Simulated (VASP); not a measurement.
A run of VASP 6.6.1 is set up as follows.

Contents of INCAR:

```
PREC = Accurate ; ENCUT = 520
EDIFF = 1E-7 ; ISMEAR = 0
SIGMA = 0.1 ; LREAL = F
LASPH = T ; NELM = 80
ALGO = Normal ; ISIF = 2
LWAVE = F ; LCHARG = F
GGA = PE ; NBANDS = 22
```

Contents of KPOINTS:

```
regular mesh
0
Gamma
  6 6 4
```

Contents of POSCAR:

```
PdPt2
1.0
    2.7351768374      0.0000000000      0.0000000000
    0.0000000000      2.7351768374      0.0000000000
    0.0000000000      0.0000000000      6.5687641448
Pd Pt
1 2
Direct
    0.0000000000      0.0000000000      0.0000000000
    0.5000000000      0.5000000000      0.3058637753
    0.5000000000      0.5000000000      0.6941362247
```

Potentials or basis: VASP PAW PBE potentials, release 64 (Pd, Pt).

Launch:

```sh
$ cat potpaw_PBE.64/Pd/POTCAR potpaw_PBE.64/Pt/POTCAR > POTCAR
$ mpirun -np 1 vasp_std > vasp.out
```

(1) What does it give for the band gap on the k mesh?

(2) What does it give for the largest force?

(3) What does it give for the pressure?

Answers

(1) zero (band 15 reaches 10.53 eV, above the bottom of band 16 at 8.50 eV).

(2) 0.005 eV/Å.

(3) -0.3 GPa.

Caveat: the k points lie up to 0.38 Å⁻¹ apart; spin-orbit coupling is left out, which moves the levels of the heavy elements.
